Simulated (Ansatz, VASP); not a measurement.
## TiAl in VASP and in Ansatz

```
CELL_PARAMETERS angstrom
2.80827 0.00000 0.00000
-1.40413 2.43203 0.00000
0.00000 0.00000 5.34694
ATOMIC_POSITIONS crystal
Ti 0.00000 0.00000 0.00000
Al 0.00000 0.00000 0.50000
```

Alike in both runs: functional PBE; k mesh 6 × 6 × 4; occupations gaussian, width 0.1 eV; no spin polarisation.

Ansatz relaxed the structure, and its values are those at the end. VASP's run is a single point on that final structure, the one shown.

|  | VASP | Ansatz |
| --- | --- | --- |
| version | VASP 6.6.1 | Ansatz 0.2.0 |
| potentials or method | VASP PAW PBE potentials, release 64 (Ti_sv, Al), cutoff 520 eV | scalar-relativistic, plane waves, PAW |
| valence electrons in the cell | 15 | 15 |

Ansatz gave:

```
gap on the k mesh at the Fermi level (eV) : none
pressure (GPa)                            : 0.1
```

Q: Estimate VASP's values.

A: gap on the k mesh at the Fermi level (eV): none; pressure (GPa): 0.0.

A gap of «none» marks a metal or a gap that the smearing closes.

The k mesh is coarse, so the values compare programs but aren't converged.
